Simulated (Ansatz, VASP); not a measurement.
## LiF: VASP beside Ansatz

Contents of POSCAR:

```
LiF
1.0
    3.0810126371      0.0000000000      0.0000000000
   -1.5405063186      2.6682352131      0.0000000000
    0.0000000000      0.0000000000      4.7853429675
Li F
2 2
Direct
    0.3333333333      0.6666666667     -0.0074305300
    0.6666666667      0.3333333333      0.4925694700
    0.3333333333      0.6666666667      0.3824305300
    0.6666666667      0.3333333333      0.8824305300
```

The input INCAR.step1:

```
PREC = Accurate
ENCUT = 520
ISMEAR = 0
SIGMA = 0.2
LREAL = False
LASPH = True
NELM = 60
NBANDS = 18
GGA = PE
ALGO = Normal
EDIFF = 1E-4
LWAVE = True
LCHARG = False
```

INCAR.step2

```
PREC = Accurate
ENCUT = 520
EDIFF = 1E-7
ISMEAR = 0
SIGMA = 0.2
LREAL = False
LASPH = True
NELM = 60
ALGO = Normal
ISIF = 2
LWAVE = False
LCHARG = False
METAGGA = R2SCAN
LMIXTAU = True
NBANDS = 18
ISTART = 1
```

KPOINTS

```
regular mesh
0
Gamma
  6 6 4
```

Input for Ansatz:

```yaml
crystal:
  lattice:
    - [3.0810126371, 0.0, 0.0]
    - [-1.5405063186, 2.6682352131, 0.0]
    - [0.0, 0.0, 4.7853429675]
  atoms:
    - { symbol: Li, position: [0.3333333333, 0.6666666667, -0.00743053] }
    - { symbol: Li, position: [0.6666666667, 0.3333333333, 0.49256947] }
    - { symbol: F, position: [0.3333333333, 0.6666666667, 0.38243053] }
    - { symbol: F, position: [0.6666666667, 0.3333333333, 0.88243053] }
kpoints:
  mp_grid: { grid: [6, 6, 4] }
hamiltonian:
  xc: r2scan
scf:
  occupations: { method: gaussian, width: 0.2 }
  n_extra_bands: 5
output:
  forces: true
  stress: true
  eigenvalues: true
```

Alike in both runs: task single point; functional r2SCAN; k mesh 6 × 6 × 4; occupations gaussian, width 0.2 eV; no spin polarisation.

|  | VASP | Ansatz |
| --- | --- | --- |
| version | VASP 6.6.1 | Ansatz 0.2.0 |
| potentials or method | VASP PAW PBE potentials, release 64 (Li_sv, F) | plane waves |
| plane-wave cutoff (eV) | 520 | 500 |
| valence electrons in the cell | 20 | 20 |

|  | VASP | Ansatz | Ansatz less VASP |
| --- | --- | --- | --- |
| gap on the k mesh at the Fermi level (eV) | 8.68 | 8.58 | -0.093 |

VASP's potentials were made for PBE, not for r2SCAN. With one functional, cell and mesh, what is left measures potentials, basis and numerics.

Noted on VASP's run: the cutoff is short for stress, so the pressure is rough.
